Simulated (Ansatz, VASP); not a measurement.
**BP: VASP beside Ansatz**

```
B P
1.0
     0.00000    2.26900    2.26900
     2.26900    0.00000    2.26900
     2.26900    2.26900    0.00000
B P
1 1
Cartesian
  0.0000 0.0000 0.0000
  3.4035 3.4035 3.4035
```

Alike in both runs: task single point; functional PBEsol; k mesh 15 × 15 × 15; occupations fermi-dirac, width 0.05 eV; no spin polarisation.

|  | VASP | Ansatz |
| --- | --- | --- |
| version | VASP 6.6.1 | Ansatz 0.2.0 |
| potentials or method | VASP PAW PBE potentials, release 64 (B, P), cutoff 520 eV | all-electron LAPW, scalar-relativistic |

```csv
,VASP,Ansatz,Ansatz less VASP
pressure (GPa),-1.9,-2.0,-0.15
```

VASP's potentials were made for PBE, not for PBEsol. Ansatz ran all-electron here, and VASP with PAW potentials.
